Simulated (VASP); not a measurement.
# Cd2HgO3 (C2/m) in VASP: further runs, part 2 of 2

VASP 6.6.1. Earlier steps stand in the parts before.

## (3) Relaxation of cell and atoms, PBE

Contents of INCAR:

```
SYSTEM = Cd2HgO3
PREC = Accurate
ENCUT = 600
EDIFF = 1E-7
ISMEAR = 0
SIGMA = 0.1
LREAL = .False.
LASPH = .True.
NELM = 80
ALGO = Fast
ISIF = 3
LWAVE = .False.
LCHARG = .False.
GGA = PE
IBRION = 2
NSW = 100
EDIFFG = -0.01
```

Contents of KPOINTS:

```
regular mesh
0
Gamma
  12 12 4
  0 0 0
```

Contents of POSCAR:

```
Cd2HgO3
1.0
    3.0190685482     -1.7408665332      0.0000000000
    3.0190685482      1.7408665332      0.0000000000
   -2.1639642757      0.0000000000      8.9982653410
Cd Hg O
2 1 3
Direct
    0.2193054417      0.2193054417      0.1487195443
    0.7806945583      0.7806945583      0.8512804557
    0.0000000000      0.0000000000      0.5000000000
    0.9322695474      0.9322695474      0.2783667969
    0.5000000000      0.5000000000      0.0000000000
    0.0677304526      0.0677304526      0.7216332031
```

Potentials or basis: VASP PAW PBE potentials, release 64 (Cd, Hg, O).

Launch:

```bash
cat potpaw_PBE.64/Cd/POTCAR potpaw_PBE.64/Hg/POTCAR potpaw_PBE.64/O/POTCAR > POTCAR
mpirun -np 1 vasp_std > vasp.out
```

OUTCAR:

```text
SYSTEM = Cd2HgO3
   PREC = Accurate
   ENCUT = 600
   EDIFF = 1E-7
   ISMEAR = 0
   LREAL = .False.
   LASPH = .True.
   NELM = 80
   ISIF = 3
   GGA = PE
   IBRION = 2
   NSW = 100
   EDIFFG = -0.01

 ion  position               nearest neighbor table
   1  0.219  0.219  0.149-   4 2.32   4 2.32   4 2.33   5 2.41   5 2.41   5 2.42   2 3.34   2 3.35
                             2 3.35   3 3.73   3 3.73   3 3.79
   2  0.781  0.781  0.851-   6 2.32   6 2.32   6 2.33   5 2.41   5 2.41   5 2.42   1 3.34   1 3.35
                             1 3.35   3 3.73   3 3.73   3 3.79
   3  0.000  0.000  0.500-   4 2.00   6 2.00   2 3.73   2 3.73   1 3.73   1 3.73   1 3.79   2 3.79

   4  0.932  0.932  0.278-   3 2.00   1 2.32   1 2.32   1 2.33
   5  0.500  0.500  0.000-   1 2.41   1 2.41   2 2.41   2 2.41   1 2.42   2 2.42
   6  0.068  0.068  0.722-   3 2.00   2 2.32   2 2.32   2 2.33

  LATTYP: Found a base centered monoclinic cell.
 ALAT       =     6.0381370964
 B/A-ratio  =     0.5766237187
 C/A-ratio  =     1.5327261574
 COS(beta)  =    -0.2338204803

  Lattice vectors:

 A1 = (   3.0190685482,  -1.7408665332,   0.0000000000)
[... 191 lines left out ...]
  FORCE on cell =-STRESS in cart. coord.  units (eV):
  Direction    XX          YY          ZZ          XY          YZ          ZX
  --------------------------------------------------------------------------------------
  -------------------------------------------------------------------------------------
  Total        0.3429398      0.3485884      1.5119462      0.0000000      0.0000000      0.0065450
  in kB        5.8089984      5.9046791     25.6105959      0.0000000      0.0000000      0.1108645
  external PRESSURE =      12.4414245 kB  Pullay stress =       0.0000000 kB
[... 227 lines left out ...]
--------------------------------------- Ionic step        7  -------------------------------------------

 number of electron      54.0000004 magnetization

 Free energy of the ion-electron system (eV)
  ---------------------------------------------------
  ext. energy  EPLUGINS =         0.00000000
  ---------------------------------------------------
  free energy    TOTEN  =       -21.26857044 eV

  energy without entropy =      -21.26798967  energy(sigma->0) =      -21.26828006

 E-fermi :   1.1371     XC(G=0): -10.5181

 val. band max:        1.0298633248   @ k =   0.5000   0.5000   0.5000
 cond. band min:       1.4194568868   @ k =   0.0833   0.0833  -0.0000
 fundamental gap:      0.3895935620
 Fermi energy:         1.1370740338

 k-point     1 :       0.0000    0.0000    0.0000
  band No.  band energies     occupation
      1     -16.4933      2.00000
      2     -15.9942      2.00000
      3     -15.2200      2.00000
      4      -6.5934      2.00000
      5      -5.9267      2.00000
      6      -5.8312      2.00000
[... 829 lines left out ...]
     31       7.4924      0.00000
     32       7.5984      0.00000

 [... further k-points ...]

------------------------ aborting loop because EDIFF is reached ----------------------------------------

  FORCE on cell =-STRESS in cart. coord.  units (eV):
  Direction    XX          YY          ZZ          XY          YZ          ZX
  --------------------------------------------------------------------------------------
  -------------------------------------------------------------------------------------
  Total       -0.0072398     -0.0083479     -0.0350473      0.0000000      0.0000000      0.0207394
  in kB       -0.1214641     -0.1400563     -0.5880009      0.0000000      0.0000000      0.3479515
  external PRESSURE =      -0.2831738 kB  Pullay stress =       0.0000000 kB
[... 21 lines left out ...]
  FREE ENERGIE OF THE ION-ELECTRON SYSTEM (eV)
  ---------------------------------------------------
  free  energy   TOTEN  =       -21.2685704385 eV

  energy  without entropy=      -21.2679896728  energy(sigma->0) =      -21.26828006

 reached required accuracy - stopping structural energy minimisation
```

OSZICAR:

```text
N       E                     dE             d eps       ncg     rms          rms(c)
DAV:   1     0.514208606887E+03    0.51421E+03   -0.31919E+04 10496   0.188E+03
[... 67 lines left out ...]
       N       E                     dE             d eps       ncg     rms          rms(c)
DAV:   1    -0.212686204754E+02   -0.95194E-04   -0.17497E-02 10496   0.888E-01    0.633E-02
RMM:   2    -0.212685921262E+02    0.28349E-04   -0.26555E-04 10496   0.109E-01    0.365E-02
RMM:   3    -0.212685732780E+02    0.18848E-04   -0.29149E-05 10497   0.361E-02    0.142E-02
RMM:   4    -0.212685704832E+02    0.27948E-05   -0.68332E-06 10520   0.161E-02    0.615E-03
RMM:   5    -0.212685704254E+02    0.57857E-07   -0.10090E-06  9014   0.562E-03    0.237E-03
RMM:   6    -0.212685704385E+02   -0.13139E-07   -0.12894E-07  6298   0.182E-03
   7 F= -.21268570E+02 E0= -.21268280E+02  d E =-.452076E-04
```

CONTCAR:

```text
Cd2HgO3
   1.00000000000000
     3.0255103307561995   -1.7445703338312313    0.0023965383090031
     3.0255103307561995    1.7445703338312313    0.0023965383090031
    -2.1614100557046916    0.0000000000000000    9.0445653330797970
  Cd              Hg              O
     2     1     3
Direct
     0.2192763291439936    0.2192763291439936    0.1485364909725168
     0.7807236708560064    0.7807236708560064    0.8514635090274832
     0.0000000000000000    0.0000000000000000    0.5000000000000000
     0.9320446116416672    0.9320446116416672    0.2776348614966894
     0.5000000000000000    0.5000000000000000    1.0000000000000000
     0.0679553883583327    0.0679553883583327    0.7223651385033107

  0.00000000E+00  0.00000000E+00  0.00000000E+00
  0.00000000E+00  0.00000000E+00  0.00000000E+00
  0.00000000E+00  0.00000000E+00  0.00000000E+00
  0.00000000E+00  0.00000000E+00  0.00000000E+00
  0.00000000E+00  0.00000000E+00  0.00000000E+00
  0.00000000E+00  0.00000000E+00  0.00000000E+00
```

Wall time 36 min (1 thread of Oxide Virtual Turin-like, shared host); peak memory 0.65 GiB.

What came out:

| Property | Result |
| --- | --- |
| Free energy | -21.2686 eV |
| Relaxed volume | 15.92 Å³/atom |
| Relaxed cell | a = 3.492 Å, b = 3.492 Å, c = 9.299 Å, α = 101.58°, β = 101.58°, γ = 59.94° |
| Space group after relaxing (to 0.1 Å) | C2/m (No. 12) |
| Energy gained by relaxing | 1.1 meV/atom |
| Ionic steps | 7 |
| Pressure after relaxing | 0.0 GPa |
| Largest force after relaxing | 0.009 eV/Å |
| Band gap on the k mesh | zero (bands 27 and 28 overlap by 0.16 eV) |

Forces on the atoms (eV/Å):
```
Cd   0.002  0.000  0.000
Cd  -0.002  0.000  0.000
Hg   0.000  0.000  0.000
O   -0.003  0.000 -0.008
O    0.000  0.000  0.000
O    0.003  0.000  0.008
```

The path:
| step | energy change (eV) | largest force (eV/Å) | pressure (GPa) | volume (Å³) |
| --- | --- | --- | --- | --- |
| 1 | 0.0000 | 0.2538 | 1.24 | 94.59 |
| 2 | 0.0011 | 0.2557 | -1.17 | 96.27 |
| 3 | -0.0062 | 0.0191 | 0.06 | 95.38 |
| 4 | -0.0062 | 0.0188 | 0.07 | 95.37 |
| 5 | -0.0063 | 0.0136 | 0.03 | 95.45 |
| 6 | -0.0063 | 0.0209 | -0.02 | 95.49 |
| 7 | -0.0063 | 0.0085 | -0.03 | 95.50 |

Final structure:
```
Cd Hg O
1.0
     3.02551   -1.74457    0.00240
     3.02551    1.74457    0.00240
    -2.16141    0.00000    9.04457
Cd Hg O
2 1 3
Direct
  0.21928 0.21928 0.14854
  0.78072 0.78072 0.85146
  0.00000 0.00000 0.50000
  0.93204 0.93204 0.27763
  0.50000 0.50000 0.00000
  0.06796 0.06796 0.72237
```

Caveat: semilocal functionals underestimate gaps, and a narrow one can read as zero; spin-orbit coupling is left out, which moves the levels of the heavy elements.

The gap in the log of VASP goes by the Fermi energy; the results here count the filled bands.